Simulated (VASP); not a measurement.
# Ti (Fm-3m) in VASP: settings compared, part 2 of 2

VASP 6.6.1.

## Step 5: Relaxation of cell and atoms, BLYP+D3(BJ)

This run uses another cell than the first one, of 16.73 Å³/atom.

INCAR

```
SYSTEM = Ti
AGGAC = 1.0
AGGAX = 1.0
ALDAC = 0.0
ALDAX = 1.0
ALGO = Normal
EDIFF = 1E-6
EDIFFG = -0.01
ENCUT = 600
GGA = B5
IBRION = 2
ISIF = 3
ISMEAR = -1
IVDW = 12
LASPH = .TRUE.
LCHARG = .FALSE.
LREAL = .FALSE.
LWAVE = .FALSE.
NELM = 80
NSW = 60
PREC = Accurate
SIGMA = 0.05
VDW_A1 = 0.4298
VDW_A2 = 4.2359
VDW_S6 = 1.0
VDW_S8 = 2.6996
```

KPOINTS

```
k-points
0
G
  11 11 11
  0 0 0
```

POSCAR

```
Ti
1.0
    0.0000000000      2.0300000000      2.0300000000
    2.0300000000      0.0000000000      2.0300000000
    2.0300000000      2.0300000000      0.0000000000
Ti
1
Direct
    0.0000000000      0.0000000000      0.0000000000
```

Potentials or basis: VASP PAW PBE potentials, release 64 (Ti_sv).

The run is started by

```bash
$ cat potpaw_PBE.64/Ti_sv/POTCAR > POTCAR
$ mpirun -np 1 vasp_std > vasp.out
```

OUTCAR:

```text
SYSTEM = Ti
   EDIFF = 1E-6
   EDIFFG = -0.01
   ENCUT = 600
   GGA = B5
   IBRION = 2
   ISIF = 3
   ISMEAR = -1
   IVDW = 12
   LASPH = .TRUE.
   LREAL = .FALSE.
   NELM = 80
   NSW = 60
   PREC = Accurate
 IVDW          = 12

 ion  position               nearest neighbor table
   1  0.000  0.000  0.000-

  LATTYP: Found a face centered cubic cell.
 ALAT       =     4.0600000000

  Lattice vectors:

 A1 = (   0.0000000000,   2.0300000000,   2.0300000000)
 A2 = (   2.0300000000,   0.0000000000,   2.0300000000)
 A3 = (   2.0300000000,   2.0300000000,   0.0000000000)

Analysis of symmetry for initial positions (statically):
=====================================================================
 Subroutine PRICEL returns:
 Original cell was already a primitive cell.

 Routine SETGRP: Setting up the symmetry group for a
 face centered cubic supercell.

 Subroutine GETGRP returns: Found 48 space group operations
 (whereof 48 operations were pure point group operations)
 out of a pool of 48 trial point group operations.

The static configuration has the point symmetry O_h .

Analysis of symmetry for dynamics (positions and initial velocities):
=====================================================================
 Subroutine PRICEL returns:
 Original cell was already a primitive cell.

 Routine SETGRP: Setting up the symmetry group for a
 face centered cubic supercell.

 Subroutine GETGRP returns: Found 48 space group operations
 (whereof 48 operations were pure point group operations)
 out of a pool of 48 trial point group operations.

The dynamic configuration has the point symmetry O_h .

 Subroutine INISYM returns: Found 48 space group operations
 (whereof 48 operations are pure point group operations),
 and found     1 'primitive' translations

----------------------------------------------------------------------------------------

                                     Primitive cell

  volume of cell :      16.7309

  direct lattice vectors                    reciprocal lattice vectors
     0.000000000  2.030000000  2.030000000    -0.246305419  0.246305419  0.246305419
     2.030000000  0.000000000  2.030000000     0.246305419 -0.246305419  0.246305419
[... 102 lines left out ...]
     AMIX     =   0.40;   BMIX     =  1.00
     AMIX_MAG =   1.60;   BMIX_MAG =  1.00
  volume/ion in A,a.u.               =      16.73       112.91
  Fermi-wavevector in a.u.,A,eV,Ry     =   1.465421  2.769245 29.217967  2.147460
  Thomas-Fermi vector in A             =   2.581280
   LORBIT       =      0    0 simple, 1 ext, 2 COOP (PROOUT), +10 PAW based schemes
   GGA     = B5    functional components
   LHFCALC =     F    Hartree Fock is set to
   AEXX    =    0.0000 exact exchange contribution
   IVDW    =    12    specifies the selected vdW correction
   LEPSILON=     F    determine dielectric tensor
   LRPA    =     F    only Hartree local field effects (RPA)
 conjugate gradient relaxation of ions
 non-spin polarized calculation
  energy-cutoff  :      600.00
  volume of cell :       16.73
 maximum number of plane-waves:       568
   NGX = 11   NGY = 11   NGZ = 11

--------------------------------------- Ionic step        1  -------------------------------------------

 number of electron      12.0000002 magnetization

 Free energy of the ion-electron system (eV)
  ---------------------------------------------------
  ext. energy  EPLUGINS =         0.00000000
  ---------------------------------------------------
  free energy    TOTEN  =        -6.70395931 eV

  energy without entropy =       -6.69473827  energy(sigma->0) =       -6.69934879

------------------------ aborting loop because EDIFF is reached ----------------------------------------

 Edisp (eV)   -1.48020

 E8    (eV) :    -1.1302
[... 30 lines left out ...]
--------------------------------------- Ionic step        2  -------------------------------------------

 number of electron      12.0000002 magnetization

 E-fermi :  10.5579     XC(G=0): -11.7473

 val. band max:       10.4791563192   @ k =  -0.4545   0.3636   0.1818
 cond. band min:      10.5618030000   @ k =  -0.1818   0.0909   0.0000
 fundamental gap:      0.0826466808
 Fermi energy:        10.5579191362

 k-point     1 :       0.0000    0.0000    0.0000
  band No.  band energies     occupation
      1     -45.6950      2.00000
      2     -21.4626      2.00000
      3     -21.4626      2.00000
      4     -21.4626      2.00000
      5       4.3730      2.00000
      6      11.4596      0.00000
      7      11.4596      0.00000
      8      11.4596      0.00000
      9      13.4850      0.00000
     10      13.4850      0.00000
[... 337 lines left out ...]
--------------------------------------- Ionic step        3  -------------------------------------------

 number of electron      11.9999998 magnetization

 Free energy of the ion-electron system (eV)
  ---------------------------------------------------
  ext. energy  EPLUGINS =         0.00000000
  ---------------------------------------------------
  free energy    TOTEN  =        -6.61368855 eV

  energy without entropy =       -6.60593334  energy(sigma->0) =       -6.60981094

 E-fermi :   9.9455     XC(G=0): -11.4963

 val. band max:        9.8563815165   @ k =  -0.4545   0.3636   0.1818
 cond. band min:       9.9664067374   @ k =   0.2727   0.0000   0.0000
 fundamental gap:      0.1100252209
 Fermi energy:         9.9454807717

 k-point     1 :       0.0000    0.0000    0.0000
  band No.  band energies     occupation
      1     -46.3673      2.00000
      2     -22.2316      2.00000
      3     -22.2316      2.00000
      4     -22.2316      2.00000
      5       3.8350      2.00000
      6      10.8211      0.00000
      7      10.8211      0.00000
      8      10.8211      0.00000
      9      12.7139      0.00000
     10      12.7139      0.00000
[... 331 lines left out ...]
  FREE ENERGIE OF THE ION-ELECTRON SYSTEM (eV)
  ---------------------------------------------------
  free  energy   TOTEN  =        -8.2185104463 eV

  energy  without entropy=       -8.2107552331  energy(sigma->0) =       -8.21463284

 reached required accuracy - stopping structural energy minimisation
```

OSZICAR:

```text
N       E                     dE             d eps       ncg     rms          rms(c)
DAV:   1     0.854236305656E+02    0.85424E+02   -0.75798E+03  1120   0.162E+03
DAV:   2    -0.287265311551E+01   -0.88296E+02   -0.86929E+02  1160   0.337E+02
DAV:   3    -0.731876972626E+01   -0.44461E+01   -0.43924E+01  1488   0.765E+01
[... 28 lines left out ...]
DAV:   5    -0.661260443134E+01   -0.12439E-01   -0.24934E-02  1594   0.883E-01    0.165E-01
DAV:   6    -0.661336431790E+01   -0.75989E-03   -0.10886E-03  1262   0.315E-01    0.702E-02
DAV:   7    -0.661369005442E+01   -0.32574E-03   -0.82612E-04  1488   0.253E-01    0.306E-02
DAV:   8    -0.661368867616E+01    0.13783E-05   -0.67563E-05  1272   0.742E-02    0.374E-03
DAV:   9    -0.661368855042E+01    0.12574E-06   -0.14405E-06   964   0.108E-02
   3 F= -.82185104E+01 E0= -.82146328E+01  d E =-.343490E-01
```

It took 56 s on 1 thread of Intel Xeon 8259CL, shared host; peak memory 0.16 GiB.

Results:

```
Free energy                           : -8.2185 eV
Relaxed volume                        : 15.49 Å³/atom
Relaxed cell                          : a = 2.798 Å, b = 2.798 Å, c = 2.798 Å, α = 60.00°, β = 60.00°, γ = 60.00°
Space group after relaxing (to 0.1 Å) : Fm-3m (No. 225)
Energy gained by relaxing             : 34.3 meV/atom
Ionic steps                           : 3
Pressure after relaxing               : -0.1 GPa
Band gap on the k mesh                : zero (bands 6 and 7 overlap by 1.18 eV)
Dispersion energy per atom            : -1.605 eV
```

The path:
| step | energy change (eV) | largest force (eV/Å) | pressure (GPa) | volume (Å³) |
| --- | --- | --- | --- | --- |
| 1 | 0.0000 | 0.0000 | -8.34 | 16.73 |
| 2 | -0.0178 | 0.0000 | 7.05 | 14.71 |
| 3 | -0.0343 | 0.0000 | -0.07 | 15.49 |

Final structure:
```cif
data_structure
_symmetry_space_group_name_H-M 'P 1'
_symmetry_Int_Tables_number 1
_cell_length_a 2.7983
_cell_length_b 2.7983
_cell_length_c 2.7983
_cell_angle_alpha 60.000
_cell_angle_beta 60.000
_cell_angle_gamma 60.000
_cell_volume 15.49
loop_
_atom_site_label
_atom_site_type_symbol
_atom_site_fract_x
_atom_site_fract_y
_atom_site_fract_z
_atom_site_occupancy
Ti1 Ti 0.00000 0.00000 0.00000 1
```

Caveat: the PAW data sets were made with another functional, which shifts forces and pressure a little.

## Step 6: Summary

| task | level | cell | cutoff (eV) | smearing | gap on the mesh (eV) | pressure (GPa) |
| --- | --- | --- | --- | --- | --- | --- |
| single point | BLYP+D4 | a = 2.895 Å, angles 60.0°, 1 atom | 520 | fermi-dirac 0.05 eV | none | -0.1 |
| single point | PBE | a = 2.871 Å, angles 60.0°, 1 atom | 520 | gaussian 0.027 eV | none | 3.5 |
| single point | PBE | a = 2.871 Å, angles 60.0°, 1 atom | 520 | gaussian 0.028 eV | none | 3.5 |
| relaxation of cell and atoms | BLYP+D3(BJ) | relaxed from a = 2.871 Å, angles 60.0°, 1 atom | 600 | fermi-dirac 0.05 eV | none | -0.1 |

Alike in all rows: potentials or basis VASP PAW PBE potentials, release 64 (Ti_sv); no spin polarisation; k mesh 11 × 11 × 11.

Caveats: the PAW data sets were made with another functional, which shifts forces and pressure a little (at least some runs); the cell stands under pressure (at least some runs).

Total energies depend on the potentials used, so only differences within one code and one set of settings carry meaning.
